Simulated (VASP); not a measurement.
MoS2:

```
Mo S
1.0
     1.58550    0.91539    6.11500
    -1.58550    0.91539    6.11500
     0.00000   -1.83078    6.11500
Mo S
1 2
Cartesian
  0.0000 0.0000 0.0000
  0.0000 0.0000 13.7587
  0.0000 0.0000 4.5862
```

* Program: VASP 6.6.1
* Task: relaxation of cell and atoms
* Functional: PBE
* Potentials or basis: VASP PAW PBE potentials, release 64 (Mo_sv, S)
* Cutoff: 600 eV
* k mesh: 9 × 9 × 9
* Occupations: gaussian, width 0.1 eV
* Spin: no spin polarisation

At the start: pressure 7.7 GPa; volume 17.75 Å³/atom.

Where does the relaxation end?

Over 19 steps the energy falls by 28.0 meV/atom and the volume is 19.72 Å³/atom (+11.1 %); space group R-3m (No. 166, to 0.1 Å) before and after.

Step by step:
| step | energy change (eV) | largest force (eV/Å) | pressure (GPa) | volume (Å³) |
| --- | --- | --- | --- | --- |
| 1 | 0.0000 | 0.9806 | 7.74 | 53.25 |
| 2 | 0.1651 | 1.5929 | -11.28 | 60.13 |
| 3 | -0.0713 | 0.0691 | -0.37 | 55.55 |
| 4 | -0.0714 | 0.0372 | -0.12 | 55.47 |
| 5 | -0.0714 | 0.0194 | 0.00 | 55.42 |
| 6 | -0.0736 | 0.0435 | 0.11 | 55.38 |
| 7 | -0.0749 | 0.0943 | 0.34 | 55.27 |
| 8 | -0.0750 | 0.0835 | 0.29 | 55.30 |
| 9 | -0.0762 | 0.1072 | 0.01 | 55.59 |
| 10 | -0.0781 | 0.1788 | -0.76 | 56.45 |
| 11 | -0.0785 | 0.1671 | -0.70 | 56.49 |
| 12 | -0.0795 | 0.1345 | -0.52 | 56.59 |
| 13 | -0.0811 | 0.0682 | -0.14 | 56.80 |
| 14 | -0.0821 | 0.0681 | 0.62 | 57.21 |
| 15 | -0.0826 | 0.0693 | 0.55 | 57.50 |
| 16 | -0.0834 | 0.0756 | 0.37 | 58.36 |
| 17 | -0.0825 | 0.1021 | 0.12 | 60.11 |
| 18 | -0.0833 | 0.0929 | 0.30 | 59.01 |
| 19 | -0.0839 | 0.0105 | -0.18 | 59.16 |

Final structure:
```cif
data_structure
_symmetry_space_group_name_H-M 'P 1'
_symmetry_Int_Tables_number 1
_cell_length_a 6.9238
_cell_length_b 6.9238
_cell_length_c 6.9238
_cell_angle_alpha 26.718
_cell_angle_beta 26.718
_cell_angle_gamma 26.718
_cell_volume 59.16
loop_
_atom_site_label
_atom_site_type_symbol
_atom_site_fract_x
_atom_site_fract_y
_atom_site_fract_z
_atom_site_occupancy
Mo1 Mo 0.00000 0.00000 0.00000 1
S1 S 0.74552 0.74552 0.74552 1
S2 S 0.25448 0.25448 0.25448 1
```
